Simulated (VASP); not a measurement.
Input of a VASP 6.6.1 run:

Contents of INCAR:

```
SYSTEM = HgSe
PREC = Accurate
ENCUT = 500
EDIFF = 1E-7
ISMEAR = 0
SIGMA = 0.03
LREAL = .False.
LASPH = .True.
NELM = 120
ALGO = Normal
ISIF = 3
LWAVE = .False.
LCHARG = .False.
GGA = PS
IBRION = 2
NSW = 80
EDIFFG = -0.005
PSTRESS = 50.0
GGA_COMPAT = .False.
NELMIN = 4
```

KPOINTS

```
Automatic mesh
0
Gamma
  10 10 10
  0 0 0
```

Contents of POSCAR:

```
HgSe
1.0
    0.0000000000      3.0425000000      3.0425000000
    3.0425000000      0.0000000000      3.0425000000
    3.0425000000      3.0425000000      0.0000000000
Hg Se
1 1
Direct
    0.0000000000      0.0000000000      0.0000000000
    0.2500000000      0.2500000000      0.2500000000
```

Potentials or basis: VASP PAW PBE potentials, release 64 (Hg, Se).

Launch:

```sh
$ cat potpaw_PBE.64/Hg/POTCAR potpaw_PBE.64/Se/POTCAR > POTCAR
$ mpirun -np 1 vasp_std > vasp.out
```

Q: Predict the band gap on the k mesh.

A: Zero (filled and empty bands touch).

Q: Predict the space group after relaxing (to 0.05 Å).

A: F-43m (No. 216).

Q: Predict the relaxed volume.

A: 26.79 Å³/atom.

Final structure:
```xyz
2
Lattice="0.0000 2.9923 2.9923 2.9923 0.0000 2.9923 2.9923 2.9923 0.0000" Properties=species:S:1:pos:R:3 pbc="T T T"
Hg    0.0000    0.0000    0.0000
Se    1.4962    1.4962    1.4962
```

Caveat: the cell is relaxed towards a set pressure, so the enthalpy falls and the energy may rise; the PAW data sets were made with another functional, which shifts forces and pressure a little; spin-orbit coupling is left out, which moves the levels of the heavy elements.
